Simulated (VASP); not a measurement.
**BiTe: single point with PBE**

Crystal: BiTe.

```xyz
4
Lattice="5.3413 0.0000 0.0000 -2.6707 4.6257 0.0000 0.0000 0.0000 6.8738" Properties=species:S:1:pos:R:3 pbc="T T T"
Bi    0.0000    3.0838    1.7184
Bi    2.6707    1.5419    5.1553
Te    0.0000    3.0838    5.1553
Te    2.6707    1.5419    1.7184
```

```yaml
Program: VASP 6.6.1
Task: single point
Functional: PBE
Potentials_or_basis: VASP PAW PBE potentials, release 64 (Bi_d, Te)
Cutoff: 520 eV
k_mesh: 6 × 6 × 2
Occupations: gaussian, width 0.1 eV
Spin: no spin polarisation
Dipole_correction: no
Further_INCAR_settings: ALGO = Normal; EDIFF = 1e-06; NBANDS = 29
```

The pressure is 0.0 GPa and the band gap on the k mesh is zero (bands 21 and 22 overlap by 1.75 eV).

Stress tensor (GPa, compression positive):
```
 0.08  0.00  0.00
 0.00  0.08  0.00
 0.00  0.00 -0.06
```

Levels at points of the mesh, in eV from the Fermi level:
```csv
k point,band 17,band 18,band 19,band 20,band 21,band 22,band 23,band 24,band 25,band 26
"(0.00, 0.00, 0.00)",-3.99,-2.96,-2.96,-1.95,-0.20,-0.20,1.09,1.09,1.20,3.30
"(0.50, 0.00, 0.00)",-3.52,-3.25,-3.23,-1.98,0.93,1.77,1.94,2.13,2.70,3.22
"(0.00, 0.00, 0.50)",-3.52,-3.52,-2.81,-2.81,0.32,0.32,0.32,0.32,0.72,0.72
"(0.50, 0.00, 0.50)",-2.70,-2.70,-2.09,-2.09,-0.61,-0.61,1.34,1.34,2.58,2.58
```

It took 100 s on 1 thread of Intel Xeon 8259CL (shared host), peak memory 0.3 GiB.

Caveat: the k points lie up to 0.46 Å⁻¹ apart, too coarse for converged energies and pressures of a metal; spin-orbit coupling is left out, which moves the levels of the heavy elements.
